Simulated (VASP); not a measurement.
# MoS2 (R3m) in VASP: further runs, part 2 of 2

VASP 6.6.1. The steps go on from the part before.

### Step 3. Single point, r2SCAN (18.08 Å³/atom)

This run uses another cell than the first one, of 18.08 Å³/atom.

File POSCAR:

```
MoS2
1.0
    1.5904638811      0.9182547499      6.1907296638
   -1.5904638811      0.9182547499      6.1907296638
    0.0000000000     -1.8365094997      6.1907296638
Mo S
1 2
Direct
    0.0000000000      0.0000000000      0.0000000000
    0.4170000000      0.4170000000      0.4170000000
    0.2500000000      0.2500000000      0.2500000000
```

File INCAR.step1:

```
SYSTEM = MoS2
  PREC = Accurate
  ENCUT = 550
  ISMEAR = -1
  SIGMA = 0.05
  LREAL = .FALSE.
  LASPH = .TRUE.
  NELM = 120
  NBANDS = 20
  GGA = PE
  ALGO = Normal
  EDIFF = 1E-5
  LWAVE = .TRUE.
  LCHARG = .FALSE.
  GGA_COMPAT = .FALSE.
```

File INCAR.step2:

```
SYSTEM = MoS2
  PREC = Accurate
  ENCUT = 550
  EDIFF = 1E-6
  ISMEAR = -1
  SIGMA = 0.05
  LREAL = .FALSE.
  LASPH = .TRUE.
  NELM = 120
  ALGO = Normal
  ISIF = 2
  LWAVE = .FALSE.
  LCHARG = .FALSE.
  METAGGA = R2SCAN
  LMIXTAU = .TRUE.
  NBANDS = 20
  ISTART = 1
  GGA_COMPAT = .FALSE.
```

File KPOINTS:

```
regular mesh
0
G
  10 10 10
  0 0 0
```

Potentials or basis: VASP PAW PBE potentials, release 64 (Mo_sv, S).

Launch:

```console
cat potpaw_PBE.64/Mo_sv/POTCAR potpaw_PBE.64/S/POTCAR > POTCAR
cp INCAR.step1 INCAR
mpirun -np 1 vasp_std > vasp.out
cp INCAR.step2 INCAR
mpirun -np 1 vasp_std > vasp.out
```

OUTCAR:

```text
SYSTEM = MoS2
   PREC = Accurate
   ENCUT = 550
   EDIFF = 1E-6
   ISMEAR = -1
   LREAL = .FALSE.
   LASPH = .TRUE.
   NELM = 120
   ISIF = 2
   METAGGA = R2SCAN
   ISTART = 1

 ion  position               nearest neighbor table
   1  0.000  0.000  0.000-   3 2.40   3 2.40   3 2.40   2 2.41   2 2.41   2 2.41
   2  0.417  0.417  0.417-   1 2.41   1 2.41   1 2.41
   3  0.250  0.250  0.250-   1 2.40   1 2.40   1 2.40

  LATTYP: Found a trigonal (rhomboedric) cell.
 ALAT       =     6.4573911848
 COS(alpha) =     0.8786713335

  Lattice vectors:

 A1 = (   1.5904638811,   0.9182547499,   6.1907296638)
 A2 = (  -1.5904638811,   0.9182547499,   6.1907296638)
 A3 = (   0.0000000000,  -1.8365094997,   6.1907296638)

Analysis of symmetry for initial positions (statically):
=====================================================================
 Subroutine PRICEL returns:
 Original cell was already a primitive cell.

 Routine SETGRP: Setting up the symmetry group for a
 trigonal (rhombohedral) supercell.

[... 156 lines left out ...]
   NGX = 25   NGY = 25   NGZ = 25

 number of electron      26.0000001 magnetization

 Free energy of the ion-electron system (eV)
  ---------------------------------------------------
  ext. energy  EPLUGINS =         0.00000000
  ---------------------------------------------------
  free energy    TOTEN  =       -45.02898271 eV

  energy without entropy =      -45.02898232  energy(sigma->0) =      -45.02898251

 E-fermi :   7.7506     XC(G=0): -11.4103

 val. band max:        7.2798132813   @ k =   0.5000   0.5000   0.5000
 cond. band min:       8.3649408548   @ k =  -0.2000   0.2000   0.0000
 fundamental gap:      1.0851275735
 Fermi energy:         7.7506137198

 k-point     1 :       0.0000    0.0000    0.0000
  band No.  band energies     occupation
      1     -56.2672      2.00000
      2     -29.6845      2.00000
      3     -29.4708      2.00000
      4     -29.4708      2.00000
      5      -8.4098      2.00000
      6      -6.6777      2.00000
[... 541 lines left out ...]
     19      15.3725      0.00000
     20      16.3429      0.00000

 [... further k-points ...]
[... 5 lines left out ...]
  --------------------------------------------------------------------------------------
  -------------------------------------------------------------------------------------
  Total        0.2941650      0.2941650      0.4644128      0.0000000      0.0000000      0.0000000
  in kB        8.6880340      8.6880340     13.7162262      0.0000000      0.0000000      0.0000000
  external PRESSURE =      10.3640981 kB  Pullay stress =       0.0000000 kB

 VOLUME and BASIS-vectors are now :
 -----------------------------------------------------------------------------
  energy-cutoff  :      550.00
  volume of cell :       54.25
      direct lattice vectors                 reciprocal lattice vectors
     1.590463881  0.918254750  6.190729664     0.314373691  0.181503735  0.053843949
    -1.590463881  0.918254750  6.190729664    -0.314373691  0.181503735  0.053843949
     0.000000000 -1.836509500  6.190729664     0.000000000 -0.363007470  0.053843949

 POSITION                                       TOTAL-FORCE (eV/Angst)
 -----------------------------------------------------------------------------------
      0.00000      0.00000      0.00000         0.000000      0.000000      0.083646
      0.00000      0.00000      7.74460         0.000000     -0.000000     -0.052784
      0.00000      0.00000      4.64305         0.000000     -0.000000     -0.030862
 -----------------------------------------------------------------------------------
    total drift:                                0.000000     -0.000000     -0.000095

  FREE ENERGIE OF THE ION-ELECTRON SYSTEM (eV)
  ---------------------------------------------------
  free  energy   TOTEN  =       -45.0289827087 eV

  energy  without entropy=      -45.0289823172  energy(sigma->0) =      -45.02898251
```

OSZICAR.step1:

```text
N       E                     dE             d eps       ncg     rms          rms(c)
DAV:   1     0.188707098640E+03    0.18871E+03   -0.13741E+04  4640   0.128E+03
DAV:   2    -0.155684801102E+02   -0.20428E+03   -0.19879E+03  5648   0.322E+02
DAV:   3    -0.232067227658E+02   -0.76382E+01   -0.75639E+01  5748   0.583E+01
DAV:   4    -0.232977185406E+02   -0.90996E-01   -0.90940E-01  5704   0.675E+00
DAV:   5    -0.232991714880E+02   -0.14529E-02   -0.14529E-02  5800   0.824E-01    0.241E+01
DAV:   6    -0.222054069255E+02    0.10938E+01   -0.10840E+01  4904   0.198E+01    0.893E+00
DAV:   7    -0.219130578880E+02    0.29235E+00   -0.38952E+00  4728   0.114E+01    0.586E+00
DAV:   8    -0.218141736107E+02    0.98884E-01   -0.51421E-01  5256   0.441E+00    0.175E+00
DAV:   9    -0.218153991497E+02   -0.12255E-02   -0.20471E-02  5360   0.904E-01    0.600E-01
DAV:  10    -0.218143328437E+02    0.10663E-02   -0.85083E-03  5192   0.617E-01    0.135E-01
DAV:  11    -0.218143419921E+02   -0.91484E-05   -0.45847E-04  5452   0.149E-01    0.503E-02
DAV:  12    -0.218143250489E+02    0.16943E-04   -0.87057E-05  5324   0.601E-02    0.295E-02
DAV:  13    -0.218143440390E+02   -0.18990E-04   -0.27852E-05  4940   0.311E-02    0.857E-03
DAV:  14    -0.218143442926E+02   -0.25363E-06   -0.14062E-06  3280   0.744E-03
   1 F= -.21814344E+02 E0= -.21814344E+02  d E =-.878648E-06
```

Run time: 31 min. Hardware: 1 thread of Intel Xeon 6975P-C (Granite Rapids), shared host; peak memory 0.46 GiB.

Results:

```yaml
Free_energy: -45.0290 eV
Pressure: 1.0 GPa
Largest_force: 0.084 eV/Å
Band_gap_on_the_k_mesh: 1.09 eV (least direct gap 2.02 eV)
```

Forces in eV/Å, atoms in the order of the input:
```
Mo   0.000  0.000  0.084
S    0.000  0.000 -0.053
S    0.000  0.000 -0.031
```

Levels at points of the mesh, in eV from the valence-band top:
```tsv
k point	band 11	band 12	band 13	band 14	band 15	band 16
(0.00, 0.00, 0.00)	-2.43	-1.37	-1.13	2.14	2.14	2.52
(0.50, 0.00, 0.00)	-2.48	-1.79	-1.49	1.66	2.09	3.62
(0.50, 0.50, 0.00)	-3.04	-1.97	-1.33	1.61	2.21	3.25
(0.50, 0.50, 0.50)	-2.40	-2.40	0.00	2.23	2.23	2.38
```

Caveat: the PAW data sets were made with another functional, which shifts forces and pressure a little. A k mesh can miss the band edges.

### Step 4. Single point, r2SCAN (18.79 Å³/atom)

This run uses another cell than the first one, of 18.79 Å³/atom.

File POSCAR:

```
MoS2
1.0
    1.6109882594      0.9301045052      6.2706188579
   -1.6109882594      0.9301045052      6.2706188579
    0.0000000000     -1.8602090104      6.2706188579
Mo S
1 2
Direct
    0.0000000000      0.0000000000      0.0000000000
    0.4170000000      0.4170000000      0.4170000000
    0.2500000000      0.2500000000      0.2500000000
```

File INCAR.step1:

```
SYSTEM = MoS2
PREC = Accurate
ENCUT = 550
ISMEAR = -1
SIGMA = 0.05
LREAL = .False.
LASPH = .True.
NELM = 120
NBANDS = 20
GGA = PE
ALGO = Normal
EDIFF = 1E-5
LWAVE = .True.
LCHARG = .False.
GGA_COMPAT = .False.
```

File INCAR.step2:

```
SYSTEM = MoS2
PREC = Accurate
ENCUT = 550
EDIFF = 1E-6
ISMEAR = -1
SIGMA = 0.05
LREAL = .False.
LASPH = .True.
NELM = 120
ALGO = Normal
ISIF = 2
LWAVE = .False.
LCHARG = .False.
METAGGA = R2SCAN
LMIXTAU = .True.
NBANDS = 20
ISTART = 1
GGA_COMPAT = .False.
```

File KPOINTS:

```
regular mesh
0
Gamma
  10 10 10
  0 0 0
```

Launch:

```console
cat potpaw_PBE.64/Mo_sv/POTCAR potpaw_PBE.64/S/POTCAR > POTCAR
cp INCAR.step1 INCAR
mpirun -np 1 vasp_std > vasp.out
cp INCAR.step2 INCAR
mpirun -np 1 vasp_std > vasp.out
```

Wall time 28 min (1 thread of Intel Xeon 6975P-C (Granite Rapids), shared host); peak memory 0.46 GiB.

Results (log left out):

```
Free energy            : -45.0058 eV
Pressure               : -4.4 GPa
Largest force          : 0.646 eV/Å
Band gap on the k mesh : 1.09 eV (least direct gap 1.92 eV)
```

Forces in eV/Å, atoms in the order of the input:
```
Mo   0.000  0.000  0.077
S    0.000  0.000 -0.646
S    0.000  0.000  0.569
```

Levels at points of the mesh, in eV from the valence-band top:
```csv
k point,band 11,band 12,band 13,band 14,band 15,band 16
"(0.00, 0.00, 0.00)",-2.31,-1.33,-1.01,2.09,2.09,2.40
"(0.50, 0.00, 0.00)",-2.39,-1.74,-1.38,1.60,2.01,3.50
"(0.50, 0.50, 0.00)",-2.91,-1.91,-1.24,1.56,2.12,3.18
"(0.50, 0.50, 0.50)",-2.28,-2.28,0.00,2.18,2.18,2.28
```

Caveat: the cell stands under tension; the PAW data sets were made with another functional, which shifts forces and pressure a little. A k mesh can miss the band edges.

### Step 5. Summary

| cell | gap on the mesh (eV) | pressure (GPa) | largest force (eV/Å) |
| --- | --- | --- | --- |
| a = 6.284 Å, angles 28.5°, 3 atoms | 1.02 | 16.1 | 1.54 |
| a = 6.457 Å, angles 28.5°, 3 atoms | 1.09 | 1.0 | 0.08 |
| a = 6.541 Å, angles 28.5°, 3 atoms | 1.09 | -4.4 | 0.65 |

Alike in all rows: task single point; level r2SCAN; potentials or basis VASP PAW PBE potentials, release 64 (Mo_sv, S); no spin polarisation; k mesh 10 × 10 × 10; cutoff (eV) 550; smearing fermi-dirac 0.05 eV.

Caveats: the PAW data sets were made with another functional, which shifts forces and pressure a little; the cell stands under pressure (at least some runs); the cell stands under tension (at least some runs).

Total energies depend on the potentials used, so only differences within one code and one set of settings carry meaning.
